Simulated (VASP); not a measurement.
Write the native input for VASP 6.6.1 that does the following.

```yaml
Task: single point
Functional: r2SCAN
Potentials_or_basis: VASP PAW PBE potentials, release 64 (K_sv, Cl)
Cutoff: 520 eV
k_mesh: 6 × 6 × 6
Occupations: gaussian, width 0.05 eV
Spin: no spin polarisation
Dipole_correction: no
Further_INCAR_settings: ALGO = Normal; EDIFF = 1e-07; NBANDS = 15
```

Crystal: KCl.

```
CELL_PARAMETERS angstrom
3.77004 0.00000 0.00000
0.00000 3.77004 0.00000
0.00000 0.00000 3.77004
ATOMIC_POSITIONS crystal
K 0.00000 0.00000 0.00000
Cl 0.50000 0.50000 0.50000
```

One way to write it, as run:

POSCAR

```
KCl
1.0
    3.7700410084      0.0000000000      0.0000000000
    0.0000000000      3.7700410084      0.0000000000
    0.0000000000      0.0000000000      3.7700410084
K Cl
1 1
Direct
    0.0000000000      0.0000000000      0.0000000000
    0.5000000000      0.5000000000      0.5000000000
```

INCAR.step1

```
PREC = Accurate ; ENCUT = 520
ISMEAR = 0 ; SIGMA = 0.05
LREAL = F ; LASPH = T
NELM = 100 ; NBANDS = 15
GGA = PE ; ALGO = Normal
EDIFF = 1E-4 ; LWAVE = T
LCHARG = F
```

INCAR.step2

```
PREC = Accurate ; ENCUT = 520
EDIFF = 1E-7 ; ISMEAR = 0
SIGMA = 0.05 ; LREAL = F
LASPH = T ; NELM = 100
ALGO = Normal ; ISIF = 2
LWAVE = F ; LCHARG = F
METAGGA = R2SCAN ; LMIXTAU = T
NBANDS = 15 ; ISTART = 1
```

KPOINTS

```
regular mesh
0
Gamma
  6 6 6
```

Potentials or basis: VASP PAW PBE potentials, release 64 (K_sv, Cl).

Command:

```sh
$ cat potpaw_PBE.64/K_sv/POTCAR potpaw_PBE.64/Cl/POTCAR > POTCAR
$ cp INCAR.step1 INCAR
$ mpirun -np 1 vasp_std > vasp.out
$ cp INCAR.step2 INCAR
$ mpirun -np 1 vasp_std > vasp.out
```

It gave:

```yaml
Pressure: 0.0 GPa
Band_gap_on_the_k_mesh: 5.81 eV (least direct gap 6.03 eV)
```

Caveat: the PAW data sets were made with another functional, which shifts forces and pressure a little.

Run time: 98 s on 1 thread of Intel Xeon 8259CL (shared host), peak memory 0.17 GiB.
